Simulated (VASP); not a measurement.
# KFeAs2 (I-4m2) in VASP: single point with PBE

Aim: the single point of KFeAs2 with PBE.

Program: VASP 6.6.1. These are calculated values, not measurements. Logs are shortened: lines on timing, memory, paths and dates and some standing lists are left out, and cuts for length are marked.

### Step 1. The cell of the first run

Symmetry: I-4m2, No. 119, tetragonal system. The conventional cell has a = 4.038 Å, b = 4.038 Å, c = 13.016 Å, α = 90.00°, β = 90.00°, γ = 90.00°. Within 3.0 Å of As (site symmetry 2mm) lie 2 Fe at 2.28 Å. Fe (site symmetry -4m2) has 4 As at 2.28 Å within 3.0 Å. Within 4.7 Å of K (site symmetry -4m2) lie 10 As at 3.61 to 4.31 Å and 4 Fe at 3.83 Å and 4 K at 4.04 Å.

### Step 2. Single point, PBE, collinear spin, ferromagnetic start

The input, INCAR:

```
PREC = Accurate ; ENCUT = 520
EDIFF = 1E-6 ; ISMEAR = -1
SIGMA = 0.05 ; LREAL = F
LASPH = T ; NELM = 150
ALGO = Normal ; ISIF = 2
LWAVE = F ; LCHARG = T
ISPIN = 2 ; MAGMOM = 0 0 3 0
LORBIT = 11 ; LMAXMIX = 4
GGA = PE ; LELF = T
LVHAR = T ; NBANDS = 26
```

The input, KPOINTS:

```
regular mesh
0
Gamma
  9 9 9
```

The input, POSCAR:

```
KFeAs2
1.0
   -2.0192086059      2.0192086059      6.5082080182
    2.0192086059     -2.0192086059      6.5082080182
    2.0192086059      2.0192086059     -6.5082080182
As Fe K
2 1 1
Direct
    0.3307380000      0.3307380000      0.0000000000
    0.6692620000      0.6692620000      0.0000000000
    0.2500000000      0.7500000000      0.5000000000
    0.0000000000      0.0000000000      0.0000000000
```

Potentials or basis: VASP PAW PBE potentials, release 64 (As, Fe, K_sv).

On the command line:

```
> cat potpaw_PBE.64/As/POTCAR potpaw_PBE.64/Fe/POTCAR potpaw_PBE.64/K_sv/POTCAR > POTCAR
> mpirun -np 1 vasp_std > vasp.out
```

OUTCAR:

```text
PREC = Accurate
   ENCUT = 520
   EDIFF = 1E-6
   ISMEAR = -1
   LREAL = F
   LASPH = T
   NELM = 150
   ISIF = 2
   ISPIN = 2
   LORBIT = 11
   GGA = PE

 ion  position               nearest neighbor table
   1  0.331  0.331  0.000-   3 2.28   3 2.28
   2  0.669  0.669  0.000-   3 2.28   3 2.28
   3  0.250  0.750  0.500-   1 2.28   2 2.28   1 2.28   2 2.28
   4  0.000  0.000  0.000-

  LATTYP: Found a body centered tetragonal cell.
 ALAT       =     4.0384172118
 C/A-ratio  =     3.2231479200

  Lattice vectors:

 A1 = (  -2.0192086059,   2.0192086059,   6.5082080182)
 A2 = (   2.0192086059,  -2.0192086059,   6.5082080182)
 A3 = (   2.0192086059,   2.0192086059,  -6.5082080182)

Analysis of symmetry for initial positions (statically):
=====================================================================
 Subroutine PRICEL returns:
 Original cell was already a primitive cell.

 Routine SETGRP: Setting up the symmetry group for a
 body centered tetragonal supercell.

 Subroutine GETGRP returns: Found  8 space group operations
 (whereof  8 operations were pure point group operations)
 out of a pool of 16 trial point group operations.

The static configuration has the point symmetry D_2d.

Analysis of symmetry for dynamics (positions and initial velocities):
=====================================================================
 Subroutine PRICEL returns:
 Original cell was already a primitive cell.

 Routine SETGRP: Setting up the symmetry group for a
 body centered tetragonal supercell.

 Subroutine GETGRP returns: Found  8 space group operations
 (whereof  8 operations were pure point group operations)
 out of a pool of 16 trial point group operations.

The dynamic configuration has the point symmetry D_2d.

Analysis of structural, dynamic, and magnetic symmetry:
=====================================================================
 Subroutine PRICEL returns:
 Original cell was already a primitive cell.

 Routine SETGRP: Setting up the symmetry group for a
 body centered tetragonal supercell.

 Subroutine GETGRP returns: Found  8 space group operations
 (whereof  8 operations were pure point group operations)
 out of a pool of 16 trial point group operations.

The overall configuration has the point symmetry D_2d.

 Subroutine INISYM returns: Found  8 space group operations
 (whereof  8 operations are pure point group operations),
 and found     1 'primitive' translations

----------------------------------------------------------------------------------------

                                     Primitive cell

  volume of cell :     106.1412

  direct lattice vectors                    reciprocal lattice vectors
    -2.019208606  2.019208606  6.508208018     0.000000000  0.247621766  0.076826063
     2.019208606 -2.019208606  6.508208018     0.247621766  0.000000000  0.076826063
     2.019208606  2.019208606 -6.508208018     0.247621766  0.247621766  0.000000000

  length of vectors
     7.107121667  7.107121667  7.107121667     0.259265853  0.259265853  0.350190059

  position of ions in fractional coordinates (direct lattice)
     0.330738000  0.330738000  0.000000000
     0.669262000  0.669262000  0.000000000
     0.250000000  0.750000000  0.500000000
     0.000000000  0.000000000  0.000000000

  ion indices of the primitive-cell ions
   primitive index   ion index
                 1           1
                 2           2
                 3           3
                 4           4

----------------------------------------------------------------------------------------

 KPOINTS: regular mesh

Automatic generation of k-mesh.
 Grid dimensions read from file:
 generate k-points for:    9    9    9

 Generating k-lattice:

  Cartesian coordinates                     Fractional coordinates (reciprocal lattice)
     0.000000000  0.027513530  0.008536229     0.111111111 -0.000000000  0.000000000
     0.027513530  0.000000000  0.008536229    -0.000000000  0.111111111  0.000000000
     0.027513530  0.027513530  0.000000000     0.000000000  0.000000000  0.111111111

  Length of vectors
     0.028807317  0.028807317  0.038910007

  Shift w.r.t. Gamma in fractional coordinates (k-lattice)
     0.000000000  0.000000000  0.000000000

 Subroutine IBZKPT returns following result:
 ===========================================

 Found     75 irreducible k-points:

 Following reciprocal coordinates:
            Coordinates               Weight
  0.000000  0.000000  0.000000      1.000000
  0.111111  0.000000  0.000000      8.000000
  0.222222 -0.000000  0.000000      8.000000
  0.333333  0.000000  0.000000      8.000000
  0.444444 -0.000000  0.000000      8.000000
  0.111111  0.111111  0.000000      8.000000
[... 16 lines left out ...]
 -0.333333  0.333333  0.000000      4.000000
  0.444444  0.444444  0.000000      8.000000
 [... further k-points ...]
   k-points           NKPTS =     75   k-points in BZ     NKDIM =     75   number of bands    NBANDS=     26
   number of dos      NEDOS =    301   number of ions     NIONS =      4
   total plane-waves  NPLWV = 157464
   dimension x,y,z NGX =    54 NGY =   54 NGZ =   54
   dimension x,y,z NGXF=   108 NGYF=  108 NGZF=  108
   ions per type =               2   1   1
   NGX,Y,Z   is equivalent  to a cutoff of  12.63, 12.63, 12.63 a.u.
   NGXF,Y,Z  is equivalent  to a cutoff of  25.26, 25.26, 25.26 a.u.
 SYSTEM =  unknown system
   PREC   = accura    normal or accurate (medium, high low for compatibility)
   ISTART =      0    job   : 0-new  1-cont  2-samecut
   ICHARG =      2    charge: 1-file 2-atom 10-const
   ISPIN  =      2    spin polarized calculation?
   LNONCOLLINEAR =      F non collinear calculations
   LSORBIT =      F    spin-orbit coupling
   LASPH  =      T    aspherical Exc in radial PAW
   ENCUT  =  520.0 eV  38.22 Ry    6.18 a.u.  13.21 13.21 13.21*2*pi/ulx,y,z
   NELM   =    150;   NELMIN=  2; NELMDL= -5     # of ELM steps
   EDIFF  = 0.1E-05   stopping-criterion for ELM
   LREAL  =      F    real-space projection
   EDIFFG = 0.1E-04   stopping-criterion for IOM
   NSW    =      0    number of steps for IOM
   IBRION =     -1    ionic relax: 0-MD 1-quasi-New 2-CG
   NFREE  =      0    steps in history (QN), initial steepest desc. (CG)
   ISIF   =      2    stress and relaxation
   ISYM   =      2    0-nonsym 1-usesym 2-fastsym
   POTIM  = 0.5000    time-step for ionic-motion
   TEBEG  =    0.0;   TEEND  =   0.0 temperature during run
   PSTRESS=    0.0 pullay stress
   NELECT =      27.0000    total number of electrons
   NUPDOWN=      -1.0000    fix difference up-down
   EMIN   =  10.00;   EMAX   =-10.00  energy-range for DOS
   EFERMI =   0.00;   METHOD = LEGACY
   ISMEAR =    -1;   SIGMA  =   0.05  broadening in eV -4-tet -1-fermi 0-gaus
   EFERMI_NEDOS =   21; number of points for ismear=-14 and -15
   IALGO  =     38    algorithm
   IMIX   =      4    mixing-type and parameters
     AMIX     =   0.40;   BMIX     =  1.00
     AMIX_MAG =   1.60;   BMIX_MAG =  1.00
  volume/ion in A,a.u.               =      26.54       179.07
  Fermi-wavevector in a.u.,A,eV,Ry     =   1.037293  1.960200 14.639555  1.075977
  Thomas-Fermi vector in A             =   2.171724
   LORBIT       =     11    0 simple, 1 ext, 2 COOP (PROOUT), +10 PAW based schemes
   GGA     = PE    functional components
   LHFCALC =     F    Hartree Fock is set to
   AEXX    =    0.0000 exact exchange contribution
   IVDW    =     0    specifies the selected vdW correction
   LEPSILON=     F    determine dielectric tensor
   LRPA    =     F    only Hartree local field effects (RPA)
 spin polarized calculation
  energy-cutoff  :      520.00
  volume of cell :      106.14
 maximum number of plane-waves:      2896
 NGX is ok and might be reduce to    54
   NGX = 27   NGY = 27   NGZ = 27

 number of electron      26.9999998 magnetization       0.6933443

 Free energy of the ion-electron system (eV)
  ---------------------------------------------------
  ext. energy  EPLUGINS =         0.00000000
  ---------------------------------------------------
  free energy    TOTEN  =       -18.90374239 eV

  energy without entropy =      -18.87961913  energy(sigma->0) =      -18.89168076

 E-fermi :   2.1552     XC(G=0):  -8.6994

 val. band max:        2.1508206204   @ k =  -0.2222   0.4444   0.2222
 cond. band min:       2.1572462875   @ k =  -0.3333   0.4444   0.2222
 fundamental gap:      0.0064256672
 Fermi energy:         2.1551764578

 spin component 1

 k-point     1 :       0.0000    0.0000    0.0000
  band No.  band energies     occupation
      1     -28.5481      1.00000
      2     -12.0312      1.00000
      3     -12.0045      1.00000
      4     -12.0045      1.00000
      5      -9.2578      1.00000
      6      -7.5966      1.00000
[... 17 lines left out ...]
     24       9.5131      0.00000
     25       9.9731      0.00000
[... 621 lines left out ...]
      3     -12.1410      1.00000
      4     -11.9712      1.00000
      5      -7.7855      1.00000
      6      -7.7607      1.00000
[... 17 lines left out ...]
     24       9.4127      0.00000
     25      11.1021      0.00000

 [... further k-points ...]

 spin component 2

 k-point     1 :       0.0000    0.0000    0.0000
  band No.  band energies     occupation
      1     -28.5508      1.00000
      2     -12.0347      1.00000
      3     -12.0072      1.00000
      4     -12.0072      1.00000
      5      -9.2961      1.00000
      6      -7.6455      1.00000
[... 17 lines left out ...]
     24       9.5001      0.00000
     25       9.9679      0.00000
[... 621 lines left out ...]
      3     -12.1439      1.00000
      4     -11.9738      1.00000
      5      -7.8387      1.00000
      6      -7.8145      1.00000
[... 17 lines left out ...]
     24       9.3988      0.00000
     25      11.1006      0.00000

 [... further k-points ...]

 [bands above 25 left out]

------------------------ aborting loop because EDIFF is reached ----------------------------------------

  FORCE on cell =-STRESS in cart. coord.  units (eV):
  Direction    XX          YY          ZZ          XY          YZ          ZX
  --------------------------------------------------------------------------------------
  -------------------------------------------------------------------------------------
  Total       -1.8144397     -1.8144397     -1.3947571      0.0000000      0.0000000      0.0000000
  in kB      -27.3885684    -27.3885684    -21.0535518      0.0000000      0.0000000      0.0000000
  external PRESSURE =     -25.2768962 kB  Pullay stress =       0.0000000 kB

 VOLUME and BASIS-vectors are now :
 -----------------------------------------------------------------------------
  energy-cutoff  :      520.00
  volume of cell :      106.14
      direct lattice vectors                 reciprocal lattice vectors
    -2.019208606  2.019208606  6.508208018     0.000000000  0.247621766  0.076826063
     2.019208606 -2.019208606  6.508208018     0.247621766  0.000000000  0.076826063
     2.019208606  2.019208606 -6.508208018     0.247621766  0.247621766  0.000000000

 POSITION                                       TOTAL-FORCE (eV/Angst)
 -----------------------------------------------------------------------------------
      0.00000      0.00000      4.30502        -0.000000     -0.000000     -0.312839
      0.00000      0.00000      8.71139         0.000000      0.000000      0.312839
      2.01921     -0.00000      3.25410        -0.000000     -0.000000      0.000000
      0.00000      0.00000      0.00000        -0.000000     -0.000000      0.000000
 -----------------------------------------------------------------------------------
    total drift:                               -0.000000      0.000000      0.000000

  FREE ENERGIE OF THE ION-ELECTRON SYSTEM (eV)
  ---------------------------------------------------
  free  energy   TOTEN  =       -18.9037423864 eV

  energy  without entropy=      -18.8796191285  energy(sigma->0) =      -18.89168076

 total charge

# of ion       s       p       d       tot
------------------------------------------
    1        1.251   1.453   0.038   2.742
    2        1.251   1.453   0.038   2.742
    3        0.469   0.479   6.407   7.356
    4        1.959   5.575   0.027   7.561
--------------------------------------------------
tot          4.930   8.961   6.511  20.402

 magnetization (x)

# of ion       s       p       d       tot
------------------------------------------
    1       -0.000  -0.047   0.002  -0.045
    2       -0.000  -0.047   0.002  -0.045
    3        0.019   0.016   0.789   0.823
    4       -0.001  -0.001  -0.000  -0.002
--------------------------------------------------
tot          0.018  -0.080   0.792   0.731
```

It took 31 min on 1 thread of Intel Xeon Platinum 8259CL at 2.50GHz (Skylake/Cascade Lake), shared host; peak memory 0.71 GiB.

Results:

```
Free energy                                           : -18.9037 eV
Pressure                                              : -2.5 GPa
Largest force                                         : 0.313 eV/Å
Net moment                                            : 0.69 μB per cell
Site moments                                          : As -0.04; Fe +0.82; K -0.00 μB
Valence electrons inside the program's atomic spheres : As 2.74; Fe 7.36; K 7.56
```

Forces on the atoms (eV/Å):
```
As   0.000  0.000 -0.313
As   0.000  0.000  0.313
Fe   0.000  0.000  0.000
K    0.000  0.000  0.000
```

Stress tensor (GPa, compression positive):
```
-2.74  0.00  0.00
 0.00 -2.74  0.00
 0.00  0.00 -2.11
```

Caveat: a cell with one magnetic atom can't hold antiferromagnetic order, which such compounds often take.
